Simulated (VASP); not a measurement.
A run of VASP 6.6.1 is set up as follows.

File INCAR:

```
SYSTEM = BaF2
PREC = Accurate
ENCUT = 600
EDIFF = 1E-6
ISMEAR = 0
SIGMA = 0.01
LREAL = .FALSE.
LASPH = .TRUE.
NELM = 120
ALGO = Normal
ISIF = 2
LWAVE = .FALSE.
LCHARG = .TRUE.
GGA = PE
LELF = .TRUE.
LVHAR = .TRUE.
NBANDS = 19
GGA_COMPAT = .FALSE.
```

File KPOINTS:

```
Automatic mesh
0
G
  6 6 6
  0 0 0
```

Contents of POSCAR:

```
BaF2
1.0
    0.0000000000      3.0971666807      3.0971666807
    3.0971666807      0.0000000000      3.0971666807
    3.0971666807      3.0971666807      0.0000000000
Ba F
1 2
Direct
    0.0000000000      0.0000000000      0.0000000000
    0.2500000000      0.2500000000      0.2500000000
    0.7500000000      0.7500000000      0.7500000000
```

Potentials or basis: VASP PAW PBE potentials, release 64 (Ba_sv, F).

Launch:

```bash
$ cat potpaw_PBE.64/Ba_sv/POTCAR potpaw_PBE.64/F/POTCAR > POTCAR
$ mpirun -np 1 vasp_std > vasp.out
```

(1) What does it give for the band gap on the k mesh?

(2) What does it give for the pressure?

Results:

(1) 6.79 eV (least direct gap 6.86 eV).

(2) 2.5 GPa.

Caveat: spin-orbit coupling is left out, which moves the levels of the heavy elements.
